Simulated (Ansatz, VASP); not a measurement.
Two plane-wave programs on Hf2Si2Os

Contents of POSCAR:

```
Hf2Si2Os
1.0
    6.4850540000      0.0000000000      0.0000000000
    0.0000000000      6.4850540000      0.0000000000
    0.0000000000      0.0000000000      4.0511220000
Os Si Hf
2 4 4
Direct
    0.0000000000      0.0000000000      0.0000000000
    0.5000000000      0.5000000000      0.0000000000
    0.3760000000      0.8760000000      0.0000000000
    0.1240000000      0.3760000000      0.0000000000
    0.6240000000      0.1240000000      0.0000000000
    0.8760000000      0.6240000000      0.0000000000
    0.1768900000      0.6768900000      0.5000000000
    0.3231100000      0.1768900000      0.5000000000
    0.8231100000      0.3231100000      0.5000000000
    0.6768900000      0.8231100000      0.5000000000
```

File INCAR.step1:

```
SYSTEM = Hf2Si2Os
ALGO     = Normal         ! electronic algorithm
EDIFF    = 1E-4           ! SCF threshold, eV
ENCUT    = 520            ! plane-wave cutoff, eV
GGA      = PE             ! functional
ISMEAR   = -1             ! smearing method
LASPH    = .TRUE.         ! aspherical terms in the spheres
LCHARG   = .FALSE.        ! write CHGCAR
LREAL    = .FALSE.        ! projectors in reciprocal space
LWAVE    = .TRUE.         ! write WAVECAR
NBANDS   = 47             ! bands
NELM     = 80             ! most SCF steps
PREC     = Accurate       ! precision mode
SIGMA    = 0.023          ! smearing width, eV
```

INCAR.step2

```
SYSTEM = Hf2Si2Os
ALGO     = Normal         ! electronic algorithm
EDIFF    = 1E-6           ! SCF threshold, eV
ENCUT    = 520            ! plane-wave cutoff, eV
ISIF     = 2              ! what is computed and relaxed
ISMEAR   = -1             ! smearing method
ISTART   = 1            
LASPH    = .TRUE.         ! aspherical terms in the spheres
LCHARG   = .TRUE.         ! write CHGCAR
LELF     = .TRUE.         ! ELF
LMIXTAU  = .TRUE.       
LREAL    = .FALSE.        ! projectors in reciprocal space
LVHAR    = .TRUE.       
LWAVE    = .FALSE.        ! write WAVECAR
METAGGA  = R2SCAN         ! meta-GGA
NBANDS   = 47             ! bands
NELM     = 80             ! most SCF steps
PREC     = Accurate       ! precision mode
SIGMA    = 0.023          ! smearing width, eV
```

The input KPOINTS:

```
k-points
0
G
  5 5 8
  0 0 0
```

Input for Ansatz:

```yaml
crystal:
  lattice:
    - [6.485054, 0.0, 0.0]
    - [0.0, 6.485054, 0.0]
    - [0.0, 0.0, 4.051122]
  atoms:
    - { symbol: Os, position: [0.0, 0.0, 0.0] }
    - { symbol: Os, position: [0.5, 0.5, 0.0] }
    - { symbol: Si, position: [0.376, 0.876, 0.0] }
    - { symbol: Si, position: [0.124, 0.376, 0.0] }
    - { symbol: Si, position: [0.624, 0.124, 0.0] }
    - { symbol: Si, position: [0.876, 0.624, 0.0] }
    - { symbol: Hf, position: [0.17689, 0.67689, 0.5] }
    - { symbol: Hf, position: [0.32311, 0.17689, 0.5] }
    - { symbol: Hf, position: [0.82311, 0.32311, 0.5] }
    - { symbol: Hf, position: [0.67689, 0.82311, 0.5] }
  symmetry: { tolerance: 0.0003 }
kpoints:
  mp_grid: { grid: [5, 5, 8], shift: [0, 0, 0] }
  band_path:
    path:
      - [0.0, 0.0, 0.0]
      - [0.0, 0.5, 0.0]
      - [0.5, 0.5, 0.0]
      - [0.0, 0.0, 0.0]
      - [0.0, 0.0, 0.5]
      - [0.0, 0.5, 0.5]
      - [0.5, 0.5, 0.5]
      - [0.0, 0.0, 0.5]
      - [0.0, 0.5, 0.0]
      - [0.0, 0.5, 0.5]
      - [0.5, 0.5, 0.0]
    npoints: 6
magnetization:
  spin_polarized: false
scf:
  occupations: { method: fermi_dirac, width: 0.023 }
  lower_state_search: "off"
  max_iter: 200
hamiltonian:
  pseudopotentials: { kind: paw }
  xc: r2scan
basis:
  ecutwfc: 500
  fft_grid_basis: typed
output:
  forces: true
  stress: true
  eigenvalues: true
  bader: true
  populations: true
  elf: true
  write_potential: true
  volumetric_format: npy
  dos:
    e_range: [-12, 8]
    de: 0.05
    projected: { site_lists: { Hf: [Hf], Os: [Os], Si: [Si] } }
checkpoint:
  read: saved_state
```

Alike in both runs: task single point; functional r2SCAN; k mesh 5 × 5 × 8; occupations fermi-dirac, width 0.023 eV; no spin polarisation.

```csv
,VASP,Ansatz
version,VASP 6.6.1,Ansatz 0.2.0
potentials or method,"VASP PAW PBE potentials, release 64 (Os, Si, Hf_pv), cutoff 520 eV",PAW plane waves
valence electrons in the cell,72,152
```

VASP gave:

| Quantity | Value |
| --- | --- |
| pressure (GPa) | -10.9 |
| traceless stress, the component that is largest in VASP (GPa) | 5.69 |
| rms of the force components (eV/Å) | 0.691 |

Question: What did Ansatz give for the same quantities?

Answer: Pressure (GPa): -10.3; traceless stress, the component that is largest in VASP (GPa): 5.69; rms of the force components (eV/Å): 0.701.

VASP's potentials were made for PBE, not for r2SCAN. Atom by atom the forces differ by 0.010 eV/Å (rms over components). VASP's potentials hold 72 valence electrons a cell and Ansatz's 152, so a difference there can come from the potentials and not from the codes.

Spin-orbit coupling is off throughout.
